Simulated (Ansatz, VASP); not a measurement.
BaTe: VASP beside Ansatz

The input INCAR:

```
SYSTEM = BaTe
PREC = Accurate
ENCUT = 520
EDIFF = 1E-6
ISMEAR = 0
SIGMA = 0.01
LREAL = .FALSE.
LASPH = .TRUE.
NELM = 80
ALGO = Normal
ISIF = 2
LWAVE = .FALSE.
LCHARG = .FALSE.
GGA = PE
NBANDS = 15
```

File KPOINTS:

```
regular mesh
0
G
  6 6 6
  0 0 0
```

File POSCAR:

```
BaTe
1.0
    0.0000000000      3.6016669248      3.6016669248
    3.6016669248      0.0000000000      3.6016669248
    3.6016669248      3.6016669248      0.0000000000
Ba Te
1 1
Direct
    0.0000000000      0.0000000000      0.0000000000
    0.5000000000      0.5000000000      0.5000000000
```

Input for Ansatz:

```yaml
crystal:
  lattice:
    - [0.0, 3.6016669248, 3.6016669248]
    - [3.6016669248, 0.0, 3.6016669248]
    - [3.6016669248, 3.6016669248, 0.0]
  atoms:
    - { symbol: Ba, position: [0.0, 0.0, 0.0] }
    - { symbol: Te, position: [0.5, 0.5, 0.5] }
kpoints:
  mp_grid: { grid: [6, 6, 6] }
hamiltonian:
  xc: pbe
scf:
  occupations: { method: fixed }
  n_extra_bands: 4
output:
  forces: true
  stress: true
  eigenvalues: true
```

Alike in both runs: task single point; functional PBE; k mesh 6 × 6 × 6; no spin polarisation.

```csv
,VASP,Ansatz
version,VASP 6.6.1,Ansatz 0.2.0
potentials or method,"VASP PAW PBE potentials, release 64 (Ba_sv, Te)","plane waves, PAW"
plane-wave cutoff (eV),520,420
occupations,"gaussian, width 0.01 eV",fixed
valence electrons in the cell,16,26
```

|  | VASP | Ansatz | Ansatz less VASP |
| --- | --- | --- | --- |
| gap on the k mesh at the Fermi level (eV) | 1.69 | 1.75 | +0.067 |
| pressure (GPa) | -1.2 | -1.5 | -0.24 |

VASP's potentials hold 16 valence electrons a cell and Ansatz's 26, so a difference there can come from the potentials and not from the codes.

Neither program's run includes spin-orbit coupling.
